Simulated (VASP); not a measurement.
Wanted: the native input for a VASP 6.6.1 run.

```
Task                   : relaxation of cell and atoms
Functional             : r2SCAN
Potentials or basis    : VASP PAW PBE potentials, release 64 (Ru_pv)
Cutoff                 : 600 eV
k mesh                 : 15 × 15 × 8
Occupations            : fermi-dirac, width 0.15 eV
Spin                   : no spin polarisation
Dipole correction      : no
Further INCAR settings : ALGO = Normal; EDIFF = 1e-07; IBRION = 2; EDIFFG = -0.001; NSW = 80; ISIF = 3
```

The system is Ru.

```
CELL_PARAMETERS angstrom
2.70393 0.00000 0.00000
-1.35197 2.34168 0.00000
0.00000 0.00000 4.26708
ATOMIC_POSITIONS crystal
Ru 0.33333 0.66667 0.25000
Ru 0.66667 0.33333 0.75000
```

These files were run (other wordings do the same):

POSCAR

```
Ru
1.0
    2.7039339015      0.0000000000      0.0000000000
   -1.3519669508      2.3416754489      0.0000000000
    0.0000000000      0.0000000000      4.2670819314
Ru
2
Direct
    0.3333333333      0.6666666667      0.2500000000
    0.6666666667      0.3333333333      0.7500000000
```

INCAR.step1

```
PREC = Accurate ; ENCUT = 600
ISMEAR = -1 ; SIGMA = 0.15
LREAL = False ; LASPH = True
NELM = 100 ; GGA = PE
ALGO = Normal ; EDIFF = 1E-4
LWAVE = True ; LCHARG = False
```

INCAR.step2

```
PREC = Accurate ; ENCUT = 600
EDIFF = 1E-7 ; ISMEAR = -1
SIGMA = 0.15 ; LREAL = False
LASPH = True ; NELM = 100
ALGO = Normal ; ISIF = 3
LWAVE = False ; LCHARG = False
METAGGA = R2SCAN ; LMIXTAU = True
IBRION = 2 ; NSW = 80
EDIFFG = -0.001 ; ISTART = 1
```

KPOINTS

```
regular mesh
0
Gamma
  15 15 8
```

Potentials or basis: VASP PAW PBE potentials, release 64 (Ru_pv).

Run with:

```bash
$ cat potpaw_PBE.64/Ru_pv/POTCAR > POTCAR
$ cp INCAR.step1 INCAR
$ mpirun -np 1 vasp_std > vasp.out
$ cp INCAR.step2 INCAR
$ mpirun -np 1 vasp_std > vasp.out
```

It gave:

```yaml
Relaxed_volume: 13.57 Å³/atom
Relaxed_cell: a = 2.708 Å, b = 2.708 Å, c = 4.273 Å, α = 90.00°, β = 90.00°, γ = 120.00°
Space_group_after_relaxing_to_0.05_Å: P6_3/mmc (No. 194)
Energy_gained_by_relaxing: 0.3 meV/atom
Ionic_steps: 10
Pressure_after_relaxing: 0.0 GPa
Band_gap_on_the_k_mesh: zero (band 14 reaches 14.35 eV, above the bottom of band 15 at 11.15 eV)
```

Caveat: the PAW data sets were made with another functional, which shifts forces and pressure a little.

Wall time 9.6 min on 1 thread of Intel(R) Xeon(R) 6975P-C (Granite Rapids), with other jobs on the host, peak memory 0.21 GiB.
